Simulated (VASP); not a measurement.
Here is a VASP 6.6.1 calculation.

Contents of INCAR:

```
SYSTEM = LiF
PREC = Accurate
ENCUT = 520
EDIFF = 1E-7
ISMEAR = 0
SIGMA = 0.05
LREAL = .FALSE.
LASPH = .TRUE.
NELM = 100
ALGO = Normal
ISIF = 2
LWAVE = .FALSE.
LCHARG = .TRUE.
GGA = CA
LELF = .TRUE.
LVHAR = .TRUE.
NBANDS = 18
```

The input KPOINTS:

```
regular mesh
0
G
  9 9 6
  0 0 0
```

The input POSCAR:

```
LiF
1.0
    3.0140916337      0.0000000000      0.0000000000
   -1.5070458168      2.6102799241      0.0000000000
    0.0000000000      0.0000000000      4.7086139501
Li F
2 2
Direct
    0.3333333333      0.6666666667      0.4120529761
    0.6666666667      0.3333333333      0.9120529761
    0.3333333333      0.6666666667      0.9910195924
    0.6666666667      0.3333333333      0.4910195924
```

Potentials or basis: VASP PAW LDA potentials, release 64 (Li_sv, F).

Command:

```sh
$ cat potpaw_LDA.64/Li_sv/POTCAR potpaw_LDA.64/F/POTCAR > POTCAR
$ mpirun -np 1 vasp_std > vasp.out
```

Problem. What does it give for the band gap on the k mesh?

Solution. 7.70 eV, direct.

Problem. Estimate the largest force.

Solution. 0.319 eV/Å.

Forces in eV/Å, atoms in the order of the input:
```
Li   0.000  0.000 -0.319
Li   0.000  0.000 -0.319
F    0.000  0.000  0.319
F    0.000  0.000  0.319
```

 A k mesh can miss the band edges.
